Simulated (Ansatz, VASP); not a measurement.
**Zn in VASP and in Ansatz**

File INCAR:

```
ALGO = Fast
EDIFF = 1E-6
EDIFFG = -0.005
ENCUT = 600
GGA = CA
IBRION = 2
ISIF = 3
ISMEAR = 0
LASPH = True
LCHARG = False
LREAL = False
LWAVE = False
NELM = 60
NSW = 70
PREC = Accurate
SIGMA = 0.1
```

File KPOINTS:

```
k-points
0
Gamma
  18 18 8
```

File POSCAR:

```
Zn
1.0
    2.6333228696      0.0000000000      0.0000000000
   -1.3166614348      2.2805245014      0.0000000000
    0.0000000000      0.0000000000      5.1082439737
Zn
2
Direct
    0.3333333333      0.6666666667      0.2500000000
    0.6666666667      0.3333333333      0.7500000000
```

Input for Ansatz:

```yaml
crystal:
  lattice:
    - [2.6333228696, 0.0, 0.0]
    - [-1.3166614348, 2.2805245014, 0.0]
    - [0.0, 0.0, 5.1082439737]
  atoms:
    - { symbol: Zn, position: [0.3333333333, 0.6666666667, 0.25] }
    - { symbol: Zn, position: [0.6666666667, 0.3333333333, 0.75] }
basis:
  ecutwfc: 420
kpoints:
  mp_grid: { grid: [18, 18, 8] }
hamiltonian:
  xc: lda
scf:
  occupations: { method: gaussian, width: 0.1 }
output:
  forces: true
  stress: true
  eigenvalues: true
relax:
  adjacent_minimum: "off"
  f_tol: 0.005
  max_steps: 50
  cell: { stress_tol: 0.05 }
```

Alike in both runs: task relaxation of cell and atoms; functional LDA; k mesh 18 × 18 × 8; occupations gaussian, width 0.1 eV; no spin polarisation.

```csv
,VASP,Ansatz
version,VASP 6.6.1,Ansatz 0.2.0
potentials or method,"VASP PAW LDA potentials, release 64 (Zn), cutoff 600 eV","scalar-relativistic, plane waves, PAW"
valence electrons in the cell,24,24
```

VASP gave:

* gap on the k mesh at the Fermi level, each at its own relaxed structure (eV): none
* relaxed volume (Å³/atom): 13.72
* relaxed cell length with the largest relative difference (Å): 2.559

Q: Which values does Ansatz return?

A: gap on the k mesh at the Fermi level, each at its own relaxed structure (eV): none; relaxed volume (Å³/atom): 13.66; relaxed cell length with the largest relative difference (Å): 2.553.

LDA's correlation is that of Perdew and Zunger in VASP and of Perdew and Wang (1992) in Ansatz. A gap of «none» marks a metal or a gap that the smearing closes.
